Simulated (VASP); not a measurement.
# TiAl (Cmmm) in VASP: a series of runs

Runs on TiAl. Level: r2SCAN. Tasks: single point.

All numbers are computed with VASP 6.6.1; they aren't measurements. Logs are shortened: lines on timing, memory, paths and dates and some standing lists are left out, and cuts for length are marked.

### Step 1. The cell of the first run

The structure is orthorhombic, space group Cmmm (No. 65). The conventional cell has a = 4.451 Å, b = 4.541 Å, c = 3.179 Å, α = 90.00°, β = 90.00°, γ = 90.00°. Ti (site symmetry mmm) has 8 Al at 2.73 to 2.77 Å and 6 Ti at 3.18 Å within 3.6 Å. Within 3.6 Å of Al (site symmetry mmm) lie 8 Ti at 2.73 to 2.77 Å and 6 Al at 3.18 Å.

### Step 2. Single point, r2SCAN (strain -0.0200 x Voigt [0, 0, 0, 0, 0, 1])

POSCAR

```
TiAl
1.0
    3.1790640000     -0.0317906400      0.0000000000
   -0.0317906400      3.1790640000      0.0000000000
    0.0000000000      0.0000000000      3.1790640000
Ti Al
1 1
Direct
    0.0000000000      0.0000000000      0.0000000000
    0.5000000000      0.5000000000      0.5000000000
```

INCAR.step1

```
ALGO = Normal
EDIFF = 1E-4
ENCUT = 520
GGA = PE
ISMEAR = 0
LASPH = True
LCHARG = False
LREAL = False
LWAVE = True
NBANDS = 14
NELM = 80
PREC = Accurate
SIGMA = 0.15
```

INCAR.step2

```
ALGO = Normal
EDIFF = 1E-7
ENCUT = 520
ISIF = 2
ISMEAR = 0
ISTART = 1
LASPH = True
LCHARG = False
LMIXTAU = True
LREAL = False
LWAVE = False
METAGGA = R2SCAN
NBANDS = 14
NELM = 80
PREC = Accurate
SIGMA = 0.15
```

KPOINTS

```
k-points
0
Gamma
  16 16 16
```

Potentials or basis: VASP PAW PBE potentials, release 64 (Ti_sv, Al).

Run with:

```sh
$ cat potpaw_PBE.64/Ti_sv/POTCAR potpaw_PBE.64/Al/POTCAR > POTCAR
$ cp INCAR.step1 INCAR
$ mpirun -np 1 vasp_std > vasp.out
$ cp INCAR.step2 INCAR
$ mpirun -np 1 vasp_std > vasp.out
```

OUTCAR:

```text
EDIFF = 1E-7
   ENCUT = 520
   ISIF = 2
   ISMEAR = 0
   ISTART = 1
   LASPH = True
   LREAL = False
   METAGGA = R2SCAN
   NELM = 80
   PREC = Accurate

 ion  position               nearest neighbor table
   1  0.000  0.000  0.000-   2 2.73   2 2.73   2 2.73   2 2.73   2 2.77   2 2.77   2 2.77   2 2.77

   2  0.500  0.500  0.500-   1 2.73   1 2.73   1 2.73   1 2.73   1 2.77   1 2.77   1 2.77   1 2.77

  LATTYP: Found a base centered orthorhombic cell.
 ALAT       =     4.4509166702
 B/A-ratio  =     1.0202020202
 C/A-ratio  =     0.7142492739

  Lattice vectors:

 A1 = (   3.1790640000,  -0.0317906400,   0.0000000000)
 A2 = (  -0.0317906400,   3.1790640000,   0.0000000000)
 A3 = (   0.0000000000,   0.0000000000,   3.1790640000)

Analysis of symmetry for initial positions (statically):
=====================================================================
 Subroutine PRICEL returns:
 Original cell was already a primitive cell.

 Routine SETGRP: Setting up the symmetry group for a
 base centered orthorhombic supercell.

 Subroutine GETGRP returns: Found  8 space group operations
 (whereof  8 operations were pure point group operations)
 out of a pool of  8 trial point group operations.

The static configuration has the point symmetry D_2h.

Analysis of symmetry for dynamics (positions and initial velocities):
=====================================================================
 Subroutine PRICEL returns:
 Original cell was already a primitive cell.

 Routine SETGRP: Setting up the symmetry group for a
 base centered orthorhombic supercell.

 Subroutine GETGRP returns: Found  8 space group operations
 (whereof  8 operations were pure point group operations)
 out of a pool of  8 trial point group operations.

The dynamic configuration has the point symmetry D_2h.

 Subroutine INISYM returns: Found  8 space group operations
 (whereof  8 operations are pure point group operations),
 and found     1 'primitive' translations

----------------------------------------------------------------------------------------

                                     Primitive cell

  volume of cell :      32.1258

  direct lattice vectors                    reciprocal lattice vectors
     3.179064000 -0.031790640  0.000000000     0.314589455  0.003145895  0.000000000
    -0.031790640  3.179064000  0.000000000     0.003145895  0.314589455  0.000000000
     0.000000000  0.000000000  3.179064000     0.000000000  0.000000000  0.314557996

  length of vectors
     3.179222949  3.179222949  3.179064000     0.314605184  0.314605184  0.314557996

  position of ions in fractional coordinates (direct lattice)
     0.000000000  0.000000000  0.000000000
[... 91 lines left out ...]
   EMIN   =  10.00;   EMAX   =-10.00  energy-range for DOS
   EFERMI =   0.00;   METHOD = LEGACY
   ISMEAR =     0;   SIGMA  =   0.15  broadening in eV -4-tet -1-fermi 0-gaus
   EFERMI_NEDOS =   21; number of points for ismear=-14 and -15
   IALGO  =     38    algorithm
   IMIX   =      4    mixing-type and parameters
     AMIX     =   0.40;   BMIX     =  1.00
     AMIX_MAG =   1.60;   BMIX_MAG =  1.00
  volume/ion in A,a.u.               =      16.06       108.40
  Fermi-wavevector in a.u.,A,eV,Ry     =   1.270049  2.400044 21.946528  1.613024
  Thomas-Fermi vector in A             =   2.403057
   LORBIT       =      0    0 simple, 1 ext, 2 COOP (PROOUT), +10 PAW based schemes
   METAGGA = R2SCAN    functional components
   LHFCALC =     F    Hartree Fock is set to
   AEXX    =    0.0000 exact exchange contribution
   IVDW    =     0    specifies the selected vdW correction
   LEPSILON=     F    determine dielectric tensor
   LRPA    =     F    only Hartree local field effects (RPA)
 non-spin polarized calculation
 Gauss-broadening in eV      SIGMA  =   0.15
  energy-cutoff  :      520.00
  volume of cell :       32.13
 maximum number of plane-waves:       890
   NGX = 11   NGY = 11   NGZ = 11

 number of electron      14.9999992 magnetization

 Free energy of the ion-electron system (eV)
  ---------------------------------------------------
  ext. energy  EPLUGINS =         0.00000000
  ---------------------------------------------------
  free energy    TOTEN  =       -20.31868621 eV

  energy without entropy =      -20.29644180  energy(sigma->0) =      -20.30756401

 E-fermi :   8.8352     XC(G=0): -11.9008

 val. band max:        8.8350410787   @ k =   0.3750   0.1875   0.0625
 cond. band min:       8.8357344398   @ k =  -0.3125   0.2500   0.3125
 fundamental gap:      0.0006933611
 Fermi energy:         8.8352444847

 k-point     1 :       0.0000    0.0000    0.0000
  band No.  band energies     occupation
      1     -50.4469      2.00000
      2     -25.6120      2.00000
      3     -25.6008      2.00000
      4     -25.5900      2.00000
      5      -1.0302      2.00000
      6       7.2125      2.00000
      7       7.2154      2.00000
      8      10.8232      0.00000
      9      10.8756      0.00000
     10      10.9355      0.00000
     11      13.4223      0.00000
     12      13.4543      0.00000
     13      13.4942      0.00000
     14      17.9020      0.00000
[... 377 lines left out ...]
      1     -50.4456      2.00000
      2     -25.6179      2.00000
      3     -25.5996      2.00000
      4     -25.5969      2.00000
      5      -0.9021      2.00000
      6       7.1896      2.00000
      7       7.2392      2.00000
      8      10.6060      0.00000
      9      10.7626      0.00000
     10      10.7771      0.00000
     11      13.2293      0.00000
     12      13.4653      0.00000
     13      13.7796      0.00000
     14      17.9188      0.00000

 [... further k-points ...]

------------------------ aborting loop because EDIFF is reached ----------------------------------------

  FORCE on cell =-STRESS in cart. coord.  units (eV):
  Direction    XX          YY          ZZ          XY          YZ          ZX
  --------------------------------------------------------------------------------------
  -------------------------------------------------------------------------------------
  Total       -0.1386099     -0.1386099     -0.1240897      0.3094454      0.0000000      0.0000000
  in kB       -6.9127440     -6.9127440     -6.1885937     15.4326399      0.0000000      0.0000000
  external PRESSURE =      -6.6713606 kB  Pullay stress =       0.0000000 kB

 VOLUME and BASIS-vectors are now :
 -----------------------------------------------------------------------------
  energy-cutoff  :      520.00
  volume of cell :       32.13
      direct lattice vectors                 reciprocal lattice vectors
     3.179064000 -0.031790640  0.000000000     0.314589455  0.003145895  0.000000000
    -0.031790640  3.179064000  0.000000000     0.003145895  0.314589455  0.000000000
     0.000000000  0.000000000  3.179064000     0.000000000  0.000000000  0.314557996

 POSITION                                       TOTAL-FORCE (eV/Angst)
 -----------------------------------------------------------------------------------
      0.00000      0.00000      0.00000        -0.000000      0.000000      0.000000
      1.57364      1.57364      1.58953         0.000000      0.000000      0.000000
 -----------------------------------------------------------------------------------
    total drift:                                0.000000      0.000000      0.000000

  FREE ENERGIE OF THE ION-ELECTRON SYSTEM (eV)
  ---------------------------------------------------
  free  energy   TOTEN  =       -20.3186862115 eV

  energy  without entropy=      -20.2964418034  energy(sigma->0) =      -20.30756401
```

OSZICAR.step1:

```text
N       E                     dE             d eps       ncg     rms          rms(c)
DAV:   1     0.999496047733E+02    0.99950E+02   -0.71091E+03 18420   0.109E+03
DAV:   2    -0.808179075916E+01   -0.10803E+03   -0.10407E+03 18990   0.300E+02
DAV:   3    -0.136013893459E+02   -0.55196E+01   -0.53540E+01 28034   0.649E+01
DAV:   4    -0.137660742417E+02   -0.16468E+00   -0.16416E+00 20682   0.994E+00
DAV:   5    -0.137718106510E+02   -0.57364E-02   -0.57353E-02 26778   0.179E+00    0.981E+00
DAV:   6    -0.121953559346E+02    0.15765E+01   -0.50763E+00 20832   0.307E+01    0.286E+00
DAV:   7    -0.121275247381E+02    0.67831E-01   -0.43104E-01 20288   0.874E+00    0.173E+00
DAV:   8    -0.121223588734E+02    0.51659E-02   -0.56723E-02 24946   0.252E+00    0.599E-01
DAV:   9    -0.121189961202E+02    0.33628E-02   -0.10802E-02 21602   0.142E+00    0.166E-01
DAV:  10    -0.121191305336E+02   -0.13441E-03   -0.27353E-04 20894   0.160E-01    0.951E-02
DAV:  11    -0.121191422185E+02   -0.11685E-04   -0.18126E-04 18462   0.155E-01
   1 F= -.12119142E+02 E0= -.12105150E+02  d E =-.279847E-01
```

Wall time 12 min (1 thread of Oxide Virtual Turin-like, shared host); peak memory 0.37 GiB.

What came out:

```yaml
Free_energy: -20.3187 eV
Pressure: -0.7 GPa
Band_gap_on_the_k_mesh: zero (an odd number of electrons rules out a gap without spin polarisation)
```

Caveat: the cell differs from its parent crystal (strain -0.0200 x Voigt [0, 0, 0, 0, 0, 1]); the PAW data sets were made with another functional, which shifts forces and pressure a little.

### Step 3. Single point, r2SCAN (strain -0.0100 x Voigt [0, 0, 0, 0, 0, 1])

POSCAR

```
TiAl
1.0
    3.1790640000     -0.0158953200      0.0000000000
   -0.0158953200      3.1790640000      0.0000000000
    0.0000000000      0.0000000000      3.1790640000
Ti Al
1 1
Direct
    0.0000000000      0.0000000000      0.0000000000
    0.5000000000      0.5000000000      0.5000000000
```

INCAR.step1

```
PREC = Accurate ; ENCUT = 520
ISMEAR = 0 ; SIGMA = 0.15
LREAL = False ; LASPH = True
NELM = 60 ; NBANDS = 14
GGA = PE ; ALGO = Normal
EDIFF = 1E-4 ; LWAVE = True
LCHARG = False
```

INCAR.step2

```
PREC = Accurate ; ENCUT = 520
EDIFF = 1E-6 ; ISMEAR = 0
SIGMA = 0.15 ; LREAL = False
LASPH = True ; NELM = 60
ALGO = Normal ; ISIF = 2
LWAVE = False ; LCHARG = False
METAGGA = R2SCAN ; LMIXTAU = True
NBANDS = 14 ; ISTART = 1
```

KPOINTS

```
Automatic mesh
0
Gamma
  16 16 16
```

Potentials or basis: VASP PAW PBE potentials, release 64 (Ti_sv, Al).

Run with:

```sh
$ cat potpaw_PBE.64/Ti_sv/POTCAR potpaw_PBE.64/Al/POTCAR > POTCAR
$ cp INCAR.step1 INCAR
$ mpirun -np 1 vasp_std > vasp.out
$ cp INCAR.step2 INCAR
$ mpirun -np 1 vasp_std > vasp.out
```

Run time: 13 min. Hardware: 1 thread of Oxide Virtual Turin-like, shared host; peak memory 0.37 GiB.

Results (log left out):

```
Free energy            : -20.3210 eV
Pressure               : -0.7 GPa
Band gap on the k mesh : zero (an odd number of electrons rules out a gap without spin polarisation)
```

Stress tensor (GPa, compression positive):
```
-0.72  0.77  0.00
 0.77 -0.72  0.00
 0.00  0.00 -0.70
```

Levels at points of the mesh, in eV from the Fermi level:
| k point | band 4 | band 5 | band 6 | band 7 | band 8 | band 9 | band 10 | band 11 |
| --- | --- | --- | --- | --- | --- | --- | --- | --- |
| (0.00, 0.00, 0.00) | -34.43 | -9.87 | -1.63 | -1.62 | 2.01 | 2.04 | 2.07 | 4.60 |
| (0.50, 0.00, 0.00) | -34.42 | -6.45 | -5.60 | -0.66 | 0.28 | 0.28 | 2.26 | 3.10 |
| (0.50, 0.50, 0.00) | -34.41 | -5.24 | -2.48 | -2.35 | -1.63 | 0.86 | 0.88 | 2.82 |
| (0.00, 0.00, 0.50) | -34.42 | -6.45 | -5.60 | -0.66 | 0.23 | 0.32 | 2.26 | 3.10 |
| (0.50, 0.00, 0.50) | -34.41 | -5.24 | -2.42 | -2.41 | -1.63 | 0.87 | 0.87 | 2.82 |
| (0.50, 0.50, 0.50) | -34.57 | -3.29 | -3.27 | -3.25 | 0.91 | 2.79 | 2.87 | 2.88 |

Caveat: the cell differs from its parent crystal (strain -0.0100 x Voigt [0, 0, 0, 0, 0, 1]); the PAW data sets were made with another functional, which shifts forces and pressure a little.
